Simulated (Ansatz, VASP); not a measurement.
## ZnO: VASP beside Ansatz

Contents of POSCAR:

```
ZnO
1.0
    3.2029874610      0.0000000000      0.0000000000
   -1.6014937305      2.7738685092      0.0000000000
    0.0000000000      0.0000000000      5.1588423268
Zn O
2 2
Direct
    0.3333333333      0.6666666667     -0.0023477531
    0.6666666667      0.3333333333      0.4976522469
    0.3333333333      0.6666666667      0.3773477531
    0.6666666667      0.3333333333      0.8773477531
```

The input INCAR.step1:

```
SYSTEM = ZnO
ALGO = Normal ; EDIFF = 1E-4
ENCUT = 520 ; GGA = PE
ISMEAR = 0 ; LASPH = .True.
LCHARG = .False. ; LREAL = .False.
LWAVE = .True. ; NBANDS = 26
NELM = 60 ; PREC = Accurate
SIGMA = 0.01
```

File INCAR.step2:

```
SYSTEM = ZnO
ALGO = Normal ; EDIFF = 1E-6
ENCUT = 520 ; ISIF = 2
ISMEAR = 0 ; ISTART = 1
LASPH = .True. ; LCHARG = .False.
LMIXTAU = .True. ; LREAL = .False.
LWAVE = .False. ; METAGGA = R2SCAN
NBANDS = 26 ; NELM = 60
PREC = Accurate ; SIGMA = 0.01
```

KPOINTS

```
k-points
0
Gamma
  12 12 6
  0 0 0
```

Input for Ansatz:

```yaml
crystal:
  lattice:
    - [3.202987461, 0.0, 0.0]
    - [-1.6014937305, 2.7738685092, 0.0]
    - [0.0, 0.0, 5.1588423268]
  atoms:
    - { symbol: Zn, position: [0.3333333333, 0.6666666667, -0.0023477531] }
    - { symbol: Zn, position: [0.6666666667, 0.3333333333, 0.4976522469] }
    - { symbol: O, position: [0.3333333333, 0.6666666667, 0.3773477531] }
    - { symbol: O, position: [0.6666666667, 0.3333333333, 0.8773477531] }
kpoints:
  mp_grid: { grid: [12, 12, 6] }
  band_path:
    path:
      - [0.0, 0.0, 0.0]
      - [0.5, 0.0, 0.0]
      - [0.3333333333, 0.3333333333, 0.0]
      - [0.0, 0.0, 0.5]
      - [0.5, 0.0, 0.5]
      - [0.3333333333, 0.3333333333, 0.5]
    npoints: 1
hamiltonian:
  xc: r2scan
scf:
  occupations: { method: fixed }
  n_extra_bands: 5
output:
  forces: true
  stress: true
  eigenvalues: true
```

Change from the starting cell: hydrostatic strain -1.0%.

Alike in both runs: task single point; functional r2SCAN; k mesh 12 × 12 × 6; no spin polarisation.

```csv
,VASP,Ansatz
version,VASP 6.6.1,Ansatz 0.2.0
potentials or method,"VASP PAW PBE potentials, release 64 (Zn, O)","plane waves, PAW"
plane-wave cutoff (eV),520,500
occupations,"gaussian, width 0.01 eV",fixed
valence electrons in the cell,36,36
```

Ansatz gave:

- gap on the k mesh at the Fermi level (eV): 1.28
- pressure (GPa): 4.8
- traceless stress, the component that is largest in VASP (GPa): -0.04
- rms of the force components (eV/Å): 0.001

Task: Estimate VASP's values.

Result: gap on the k mesh at the Fermi level (eV): 1.28; pressure (GPa): 6.1; traceless stress, the component that is largest in VASP (GPa): 0.06; rms of the force components (eV/Å): 0.004.

VASP's potentials were made for PBE, not for r2SCAN. Atom by atom the forces differ by 0.003 eV/Å (rms over components).
